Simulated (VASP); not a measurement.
# Pt2Se3 (P-3m1) in VASP: further runs, part 2 of 2

VASP 6.6.1. The steps go on from the part before.

**3. Single point, PBE**

This run uses another cell than the first one, of 21.64 Å³/atom.

Input file INCAR:

```
PREC = Accurate
ENCUT = 500
EDIFF = 1E-6
ISMEAR = 0
SIGMA = 0.1
LREAL = F
LASPH = T
NELM = 120
ALGO = Normal
ISIF = 2
LWAVE = F
LCHARG = F
GGA = PE
NBANDS = 27
GGA_COMPAT = F
```

Input file KPOINTS:

```
regular mesh
0
Gamma
  6 6 4
```

Input file POSCAR:

```
Pt2Se3
1.0
    3.7610014296      0.0000000000      0.0000000000
   -1.8805007148      3.2571227817      0.0000000000
    0.0000000000      0.0000000000      8.8319634892
Pt Se
2 3
Direct
    0.3333333333      0.6666666667      0.1889008954
    0.6666666667      0.3333333333      0.8110991046
    0.0000000000      0.0000000000      0.0000000000
    0.3333333333      0.6666666667      0.6762496115
    0.6666666667      0.3333333333      0.3237503885
```

Potentials or basis: VASP PAW PBE potentials, release 64 (Pt, Se).

Started as:

```bash
$ cat potpaw_PBE.64/Pt/POTCAR potpaw_PBE.64/Se/POTCAR > POTCAR
$ mpirun -np 1 vasp_std > vasp.out
```

OUTCAR:

```text
PREC = Accurate
   ENCUT = 500
   EDIFF = 1E-6
   ISMEAR = 0
   LREAL = F
   LASPH = T
   NELM = 120
   ISIF = 2
   GGA = PE

 ion  position               nearest neighbor table
   1  0.333  0.667  0.189-   5 2.48   5 2.48   5 2.48   3 2.74   3 2.74   3 2.74
   2  0.667  0.333  0.811-   4 2.48   4 2.48   4 2.48   3 2.74   3 2.74   3 2.74
   3  0.000  0.000  0.000-   1 2.74   2 2.74   1 2.74   2 2.74   2 2.74   1 2.74
   4  0.333  0.667  0.676-   2 2.48   2 2.48   2 2.48
   5  0.667  0.333  0.324-   1 2.48   1 2.48   1 2.48

  LATTYP: Found a hexagonal cell.
 ALAT       =     3.7610014296
 C/A-ratio  =     2.3483010189

  Lattice vectors:

 A1 = (   3.7610014296,   0.0000000000,   0.0000000000)
 A2 = (  -1.8805007148,   3.2571227817,   0.0000000000)
 A3 = (   0.0000000000,   0.0000000000,   8.8319634892)

Analysis of symmetry for initial positions (statically):
=====================================================================
 Subroutine PRICEL returns:
 Original cell was already a primitive cell.

 Routine SETGRP: Setting up the symmetry group for a
 hexagonal supercell.

 Subroutine GETGRP returns: Found 12 space group operations
 (whereof 12 operations were pure point group operations)
 out of a pool of 24 trial point group operations.

The static configuration has the point symmetry D_3d.

Analysis of symmetry for dynamics (positions and initial velocities):
=====================================================================
 Subroutine PRICEL returns:
 Original cell was already a primitive cell.

 Routine SETGRP: Setting up the symmetry group for a
 hexagonal supercell.

 Subroutine GETGRP returns: Found 12 space group operations
 (whereof 12 operations were pure point group operations)
 out of a pool of 24 trial point group operations.

The dynamic configuration has the point symmetry D_3d.

 Subroutine INISYM returns: Found 12 space group operations
 (whereof 12 operations are pure point group operations),
 and found     1 'primitive' translations

----------------------------------------------------------------------------------------

                                     Primitive cell

  volume of cell :     108.1919

  direct lattice vectors                    reciprocal lattice vectors
     3.761001430  0.000000000  0.000000000     0.265886631  0.153509718  0.000000000
    -1.880500715  3.257122782  0.000000000     0.000000000  0.307019436  0.000000000
     0.000000000  0.000000000  8.831963489     0.000000000  0.000000000  0.113225106

  length of vectors
     3.761001430  3.761001430  8.831963489     0.307019436  0.307019436  0.113225106

  position of ions in fractional coordinates (direct lattice)
     0.333333333  0.666666667  0.188900895
     0.666666667  0.333333333  0.811099105
     0.000000000  0.000000000  0.000000000
     0.333333333  0.666666667  0.676249611
     0.666666667  0.333333333  0.323750389

  ion indices of the primitive-cell ions
   primitive index   ion index
                 1           1
                 2           2
                 3           3
[... 22 lines left out ...]
     0.000000000  0.000000000  0.000000000

 Subroutine IBZKPT returns following result:
 ===========================================

 Found     24 irreducible k-points:

 Following reciprocal coordinates:
            Coordinates               Weight
  0.000000  0.000000  0.000000      1.000000
  0.166667  0.000000  0.000000      6.000000
  0.333333  0.000000  0.000000      6.000000
  0.500000  0.000000  0.000000      3.000000
  0.166667  0.166667  0.000000      6.000000
  0.333333  0.166667  0.000000     12.000000
[... 16 lines left out ...]
  0.333333  0.166667  0.500000     12.000000
  0.333333  0.333333  0.500000      2.000000
   k-points           NKPTS =     24   k-points in BZ     NKDIM =     24   number of bands    NBANDS=     27
   number of dos      NEDOS =    301   number of ions     NIONS =      5
   total plane-waves  NPLWV =  50176
   dimension x,y,z NGX =    28 NGY =   28 NGZ =   64
   dimension x,y,z NGXF=    56 NGYF=   56 NGZF=  128
   ions per type =               2   3
   NGX,Y,Z   is equivalent  to a cutoff of  12.38, 12.38, 12.05 a.u.
   NGXF,Y,Z  is equivalent  to a cutoff of  24.75, 24.75, 24.09 a.u.
 SYSTEM =  unknown system
   PREC   = accura    normal or accurate (medium, high low for compatibility)
   ISTART =      0    job   : 0-new  1-cont  2-samecut
   ICHARG =      2    charge: 1-file 2-atom 10-const
   ISPIN  =      1    spin polarized calculation?
   LNONCOLLINEAR =      F non collinear calculations
   LSORBIT =      F    spin-orbit coupling
   LASPH  =      T    aspherical Exc in radial PAW
   ENCUT  =  500.0 eV  36.75 Ry    6.06 a.u.   6.86  6.86 16.10*2*pi/ulx,y,z
   NELM   =    120;   NELMIN=  2; NELMDL= -5     # of ELM steps
   EDIFF  = 0.1E-05   stopping-criterion for ELM
   LREAL  =      F    real-space projection
   EDIFFG = 0.1E-04   stopping-criterion for IOM
   NSW    =      0    number of steps for IOM
   IBRION =     -1    ionic relax: 0-MD 1-quasi-New 2-CG
   NFREE  =      0    steps in history (QN), initial steepest desc. (CG)
   ISIF   =      2    stress and relaxation
   ISYM   =      2    0-nonsym 1-usesym 2-fastsym
   POTIM  = 0.5000    time-step for ionic-motion
   TEBEG  =    0.0;   TEEND  =   0.0 temperature during run
   PSTRESS=    0.0 pullay stress
   NELECT =      38.0000    total number of electrons
   NUPDOWN=      -1.0000    fix difference up-down
   EMIN   =  10.00;   EMAX   =-10.00  energy-range for DOS
   EFERMI =   0.00;   METHOD = LEGACY
   ISMEAR =     0;   SIGMA  =   0.10  broadening in eV -4-tet -1-fermi 0-gaus
   EFERMI_NEDOS =   21; number of points for ismear=-14 and -15
   IALGO  =     38    algorithm
   IMIX   =      4    mixing-type and parameters
     AMIX     =   0.40;   BMIX     =  1.00
     AMIX_MAG =   1.60;   BMIX_MAG =  1.00
  volume/ion in A,a.u.               =      21.64       146.02
  Fermi-wavevector in a.u.,A,eV,Ry     =   1.155060  2.182746 18.152386  1.334163
  Thomas-Fermi vector in A             =   2.291691
   LORBIT       =      0    0 simple, 1 ext, 2 COOP (PROOUT), +10 PAW based schemes
   GGA     = PE    functional components
   LHFCALC =     F    Hartree Fock is set to
   AEXX    =    0.0000 exact exchange contribution
   IVDW    =     0    specifies the selected vdW correction
   LEPSILON=     F    determine dielectric tensor
   LRPA    =     F    only Hartree local field effects (RPA)
 non-spin polarized calculation
 Gauss-broadening in eV      SIGMA  =   0.10
  energy-cutoff  :      500.00
  volume of cell :      108.19
 maximum number of plane-waves:      2778
   NGX = 13   NGY = 13   NGZ = 33

 number of electron      38.0000000 magnetization

 Free energy of the ion-electron system (eV)
  ---------------------------------------------------
  ext. energy  EPLUGINS =         0.00000000
  ---------------------------------------------------
  free energy    TOTEN  =       -23.61340559 eV

  energy without entropy =      -23.59823430  energy(sigma->0) =      -23.60581995

 E-fermi :   5.5075     XC(G=0): -10.3517

 val. band max:        5.5050383006   @ k =   0.0000   0.3333   0.2500
 cond. band min:       5.5153099478   @ k =   0.3333   0.3333   0.5000
 fundamental gap:      0.0102716472
 Fermi energy:         5.5074932493

 k-point     1 :       0.0000    0.0000    0.0000
  band No.  band energies     occupation
      1      -9.2899      2.00000
      2      -8.4818      2.00000
      3      -7.7498      2.00000
      4      -0.4783      2.00000
      5       0.0666      2.00000
      6       0.0666      2.00000
[... 709 lines left out ...]
     26      12.9208      0.00000
     27      13.2882      0.00000

------------------------ aborting loop because EDIFF is reached ----------------------------------------

  FORCE on cell =-STRESS in cart. coord.  units (eV):
  Direction    XX          YY          ZZ          XY          YZ          ZX
  --------------------------------------------------------------------------------------
  -------------------------------------------------------------------------------------
  Total        0.1629265      0.1629265      0.0606908      0.0000000      0.0000000      0.0000000
  in kB        2.4127222      2.4127222      0.8987491      0.0000000      0.0000000      0.0000000
  external PRESSURE =       1.9080645 kB  Pullay stress =       0.0000000 kB

 VOLUME and BASIS-vectors are now :
 -----------------------------------------------------------------------------
  energy-cutoff  :      500.00
  volume of cell :      108.19
      direct lattice vectors                 reciprocal lattice vectors
     3.761001430  0.000000000  0.000000000     0.265886631  0.153509718  0.000000000
    -1.880500715  3.257122782  0.000000000     0.000000000  0.307019436  0.000000000
     0.000000000  0.000000000  8.831963489     0.000000000  0.000000000  0.113225106

 POSITION                                       TOTAL-FORCE (eV/Angst)
 -----------------------------------------------------------------------------------
     -0.00000      2.17142      1.66837         0.000000     -0.000000     -0.015013
      1.88050      1.08571      7.16360        -0.000000      0.000000      0.015013
      0.00000      0.00000      0.00000        -0.000000      0.000000      0.000000
     -0.00000      2.17142      5.97261         0.000000      0.000000     -0.030792
      1.88050      1.08571      2.85935         0.000000      0.000000      0.030792
 -----------------------------------------------------------------------------------
    total drift:                                0.000000     -0.000000     -0.000000

  FREE ENERGIE OF THE ION-ELECTRON SYSTEM (eV)
  ---------------------------------------------------
  free  energy   TOTEN  =       -23.6134055947 eV

  energy  without entropy=      -23.5982343020  energy(sigma->0) =      -23.60581995
```

OSZICAR:

```text
N       E                     dE             d eps       ncg     rms          rms(c)
DAV:   1     0.199216189147E+03    0.19922E+03   -0.17213E+04  1296   0.122E+03
DAV:   2    -0.139179755564E+02   -0.21313E+03   -0.20502E+03  1562   0.237E+02
DAV:   3    -0.244182593081E+02   -0.10500E+02   -0.10344E+02  1615   0.506E+01
DAV:   4    -0.245378182452E+02   -0.11956E+00   -0.11933E+00  1522   0.592E+00
DAV:   5    -0.245394527411E+02   -0.16345E-02   -0.16342E-02  1573   0.703E-01    0.154E+01
DAV:   6    -0.237864574013E+02    0.75300E+00   -0.40986E+00  1368   0.159E+01    0.922E+00
DAV:   7    -0.236517593463E+02    0.13470E+00   -0.82195E-01  1377   0.770E+00    0.446E+00
DAV:   8    -0.236149403378E+02    0.36819E-01   -0.10329E-01  1419   0.226E+00    0.668E-01
DAV:   9    -0.236132119966E+02    0.17283E-02   -0.15150E-02  1450   0.834E-01    0.230E-01
DAV:  10    -0.236133665729E+02   -0.15458E-03   -0.19109E-03  1529   0.228E-01    0.901E-02
DAV:  11    -0.236134014718E+02   -0.34899E-04   -0.90235E-05  1581   0.493E-02    0.388E-02
DAV:  12    -0.236134053741E+02   -0.39023E-05   -0.32421E-05  1392   0.417E-02    0.132E-02
DAV:  13    -0.236134047775E+02    0.59661E-06   -0.12419E-05  1582   0.237E-02    0.308E-03
DAV:  14    -0.236134055947E+02   -0.81720E-06   -0.10440E-06  1070   0.578E-03
   1 F= -.23613406E+02 E0= -.23605820E+02  d E =-.151713E-01
```

Wall time 1.9 min (1 thread of Intel Xeon 8259CL, shared host); peak memory 0.24 GiB.

Results:

```yaml
Free_energy: -23.6134 eV
Pressure: 0.2 GPa
Largest_force: 0.031 eV/Å
Band_gap_on_the_k_mesh: zero (bands 19 and 20 overlap by 1.54 eV)
```

Forces in eV/Å, atoms in the order of the input:
```
Pt   0.000  0.000 -0.015
Pt   0.000  0.000  0.015
Se   0.000  0.000  0.000
Se   0.000  0.000 -0.031
Se   0.000  0.000  0.031
```

Levels at points of the mesh, in eV from the Fermi level:
```csv
k point,band 15,band 16,band 17,band 18,band 19,band 20,band 21,band 22,band 23,band 24
"(0.00, 0.00, 0.00)",-1.76,-0.96,-0.96,0.03,1.05,1.05,2.43,2.43,2.92,4.40
"(0.50, 0.00, 0.00)",-2.41,-2.28,-2.20,-1.57,-0.76,0.01,1.86,1.89,2.07,5.31
"(0.00, 0.00, 0.50)",-1.22,-1.22,-1.03,-1.03,1.24,1.24,2.33,2.33,3.84,4.51
"(0.50, 0.00, 0.50)",-2.34,-2.33,-2.12,-2.04,-0.95,-0.22,2.25,2.33,2.69,4.42
```

Caveat: spin-orbit coupling is left out, which moves the levels of the heavy elements; this functional lacks dispersion, which binds layers or chains, so the pressure and a relaxed spacing across them are unreliable.

**4. Relaxation of cell and atoms, PBE**

Input file INCAR:

```
PREC = Accurate
ENCUT = 500
EDIFF = 1E-7
ISMEAR = 0
SIGMA = 0.1
LREAL = F
LASPH = T
NELM = 120
ALGO = Normal
ISIF = 3
LWAVE = F
LCHARG = F
GGA = PE
IBRION = 2
NSW = 90
EDIFFG = -0.04
GGA_COMPAT = F
NELMIN = 4
```

KPOINTS is that of step 3.

Input file POSCAR:

```
Pt2Se3
1.0
    4.2899656333      0.0000000000      0.0000000000
   -2.1449828166      3.7152192198      0.0000000000
    0.0000000000      0.0000000000      6.6744896781
Pt Se
2 3
Direct
    0.3333333333      0.6666666667      0.2450000000
    0.6666666667      0.3333333333      0.7550000000
    0.0000000000      0.0000000000      0.0000000000
    0.3333333333      0.6666666667      0.6450000000
    0.6666666667      0.3333333333      0.3550000000
```

Started as:

```bash
$ cat potpaw_PBE.64/Pt/POTCAR potpaw_PBE.64/Se/POTCAR > POTCAR
$ mpirun -np 1 vasp_std > vasp.out
```

Wall time 29 min (1 thread of Intel Xeon 8259CL, shared host); peak memory 0.26 GiB.

The run converged. Its results:

```yaml
Free_energy: -23.6019 eV
Relaxed_volume: 21.48 Å³/atom
Relaxed_cell: a = 3.750 Å, b = 3.750 Å, c = 8.818 Å, α = 90.00°, β = 90.00°, γ = 120.00°
Space_group_after_relaxing_to_0.1_Å: P-3m1 (No. 164)
Energy_gained_by_relaxing: 228.8 meV/atom
Ionic_steps: 27
Pressure_after_relaxing: 0.1 GPa
Largest_force_after_relaxing: 0.037 eV/Å
Band_gap_on_the_k_mesh: zero (bands 19 and 20 overlap by 1.54 eV)
```

Forces on the atoms (eV/Å):
```
Pt   0.000  0.000 -0.009
Pt   0.000  0.000  0.009
Se   0.000  0.000  0.000
Se   0.000  0.000  0.037
Se   0.000  0.000 -0.037
```

Stress tensor (GPa, compression positive):
```
 0.29  0.00  0.00
 0.00  0.29  0.00
 0.00  0.00 -0.29
```

The path:
```csv
step,energy change (eV),largest force (eV/Å),pressure (GPa),volume (Å³)
1,0.0000,0.6831,-5.35,106.38
2,-0.0824,1.0189,6.28,95.81
3,-0.1426,0.7572,1.07,99.72
4,-0.2262,0.6060,1.02,99.28
5,-0.3304,0.3556,2.43,98.19
6,-0.3394,0.3042,3.43,97.79
7,-0.4090,0.1342,-0.44,101.41
8,-0.4176,0.0811,-2.38,103.57
9,-0.4730,0.1134,-2.68,104.57
10,-0.6584,0.1139,-3.25,107.39
11,-0.9084,0.5832,-3.67,112.29
12,-1.0109,0.6627,3.29,107.32
13,-1.0215,0.6518,1.55,108.44
14,-1.0823,0.4493,1.08,109.65
15,-1.1240,0.1966,0.49,111.99
16,-1.1261,0.1812,0.55,111.59
17,-1.1254,0.1157,-0.97,112.82
18,-1.1279,0.0790,-0.16,112.15
19,-1.1290,0.0734,-0.15,111.98
20,-1.1320,0.0629,-0.12,111.45
21,-1.1367,0.0791,-0.04,110.40
22,-1.1394,0.1066,0.16,108.33
23,-1.1404,0.0925,0.10,108.23
24,-1.1423,0.0741,-0.06,107.91
25,-1.1417,0.1014,-0.35,107.26
26,-1.1428,0.0836,-0.17,107.65
27,-1.1439,0.0369,0.10,107.42
```

Final structure:
```
Pt Se
1.0
     3.75043    0.00000    0.00000
    -1.87522    3.24797    0.00000
     0.00000    0.00000    8.81804
Pt Se
2 3
Direct
  0.33333 0.66667 0.19035
  0.66667 0.33333 0.80965
  0.00000 0.00000 0.00000
  0.33333 0.66667 0.67310
  0.66667 0.33333 0.32690
```

Levels at points of the mesh, in eV from the Fermi level:
```tsv
k point	band 16	band 17	band 18	band 19	band 20	band 21	band 22	band 23
(0.00, 0.00, 0.00)	-0.94	-0.94	0.01	1.02	1.02	2.40	2.40	2.90
(0.50, 0.00, 0.00)	-2.27	-2.22	-1.61	-0.77	0.02	1.79	1.88	2.02
(0.00, 0.00, 0.50)	-1.23	-1.03	-1.03	1.22	1.22	2.29	2.29	3.86
(0.50, 0.00, 0.50)	-2.33	-2.14	-2.09	-0.97	-0.24	2.25	2.31	2.66
```

Caveat: a cell axis changed by over 15 % at a fixed basis, so the end point is rough; spin-orbit coupling is left out, which moves the levels of the heavy elements; this functional lacks dispersion, which binds layers or chains, so the pressure and a relaxed spacing across them are unreliable.

**5. Overview**

```tsv
task	cell	gap on the mesh (eV)	pressure (GPa)	largest force (eV/Å)
single point	a = 4.290, b = 4.290, c = 6.674 Å, angles 90.0, 90.0, 120.0°, 5 atoms, atomic positions A	none	-5.3	0.68
single point	a = 3.761, b = 3.761, c = 8.832 Å, angles 90.0, 90.0, 120.0°, 5 atoms, atomic positions B	none	0.2	0.03
relaxation of cell and atoms	relaxed from a = 4.290, b = 4.290, c = 6.674 Å, angles 90.0, 90.0, 120.0°, 5 atoms, atomic positions A	none	0.1	0.04
```

Alike in all rows: level PBE; potentials or basis VASP PAW PBE potentials, release 64 (Pt, Se); no spin polarisation; k mesh 6 × 6 × 4; cutoff (eV) 500; smearing gaussian 0.1 eV.

Caveats: spin-orbit coupling is left out, which moves the levels of the heavy elements; this functional lacks dispersion, which binds layers or chains, so the pressure and a relaxed spacing across them are unreliable (at least some runs); the cell stands under tension (at least some runs); a cell axis changed by over 15 % at a fixed basis, so the end point is rough (at least some runs).

Absolute energies hang on the potentials; compare differences alone.

The gap in the log of VASP goes by the Fermi energy; the results here count the filled bands.